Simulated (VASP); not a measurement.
Set up this calculation in VASP 6.6.1, as the native input.

| Quantity | Value |
| --- | --- |
| Task | single point |
| Functional | PBE |
| Potentials or basis | VASP PAW PBE potentials, release 64 (Sc_sv, Al, F) |
| Cutoff | 600 eV |
| k mesh | 4 × 4 × 2 |
| Occupations | gaussian, width 0.1 eV |
| Spin | collinear spin, ferromagnetic start |
| Starting moments | [0.0, 0.0, 0.0, 0.0, 0.0, 0.0, 0.0, 0.0, 1.0, 1.0] μB |
| Dipole correction | no |
| Further INCAR settings | ALGO = Normal; EDIFF = 1e-06; NBANDS = 42 |

The structure of ScAl3F lies in POSCAR:

```
ScAl3F
1.0
    5.8354101866      0.0000000000      0.0000000000
    0.0000000000      5.8354101866      0.0000000000
    0.0000000000      0.0000000000      8.4357821938
Sc Al F
2 6 2
Direct
    0.0000000000      0.0000000000      0.0000000000
    0.0000000000      0.0000000000      0.5000000000
    0.3362424504      0.3362424504      0.5000000000
    0.6637575496      0.6637575496      0.5000000000
    0.6637575496      0.3362424504      0.0000000000
    0.3362424504      0.6637575496      0.0000000000
    0.5000000000      0.5000000000      0.2500000000
    0.5000000000      0.5000000000      0.7500000000
    0.0000000000      0.0000000000      0.2500000000
    0.0000000000      0.0000000000      0.7500000000
```

These files were run (other wordings do the same):

INCAR

```
ALGO     = Normal         # electronic algorithm
EDIFF    = 1E-6           # SCF threshold, eV
ENCUT    = 600            # plane-wave cutoff, eV
GGA      = PE             # functional
GGA_COMPAT= False        
ISIF     = 2              # what is computed and relaxed
ISMEAR   = 0              # smearing method
ISPIN    = 2              # spin polarisation
LASPH    = True           # aspherical terms in the spheres
LCHARG   = True           # write CHGCAR
LELF     = True           # ELF
LMAXMIX  = 4              # l up to which the mixer works
LORBIT   = 11             # projections on sites
LREAL    = False          # projectors in reciprocal space
LVHAR    = True         
LWAVE    = False          # write WAVECAR
MAGMOM   = 0 0 0 0 0 0 0 0 1 1 # initial moments
NBANDS   = 42             # bands
NELM     = 200            # most SCF steps
PREC     = Accurate       # precision mode
SIGMA    = 0.1            # smearing width, eV
```

KPOINTS

```
k-points
0
Gamma
  4 4 2
```

Potentials or basis: VASP PAW PBE potentials, release 64 (Sc_sv, Al, F).

Launch:

```console
$ cat potpaw_PBE.64/Sc_sv/POTCAR potpaw_PBE.64/Al/POTCAR potpaw_PBE.64/F/POTCAR > POTCAR
$ mpirun -np 1 vasp_std > vasp.out
```

Results of the run:

```yaml
Pressure: -0.1 GPa
Largest_force: 0.045 eV/Å
Band_gap_on_the_k_mesh: zero (filled and empty bands overlap)
Net_moment: 0.00 μB per cell
Valence_electrons_inside_the_program's_atomic_spheres: Sc 9.20; Al 0.83, 0.84; F 6.08
```

Caveat: the k points lie up to 0.37 Å⁻¹ apart.

Run time: 15 min on 1 thread of Intel Xeon 8259CL, on a shared host, peak memory 0.68 GiB.
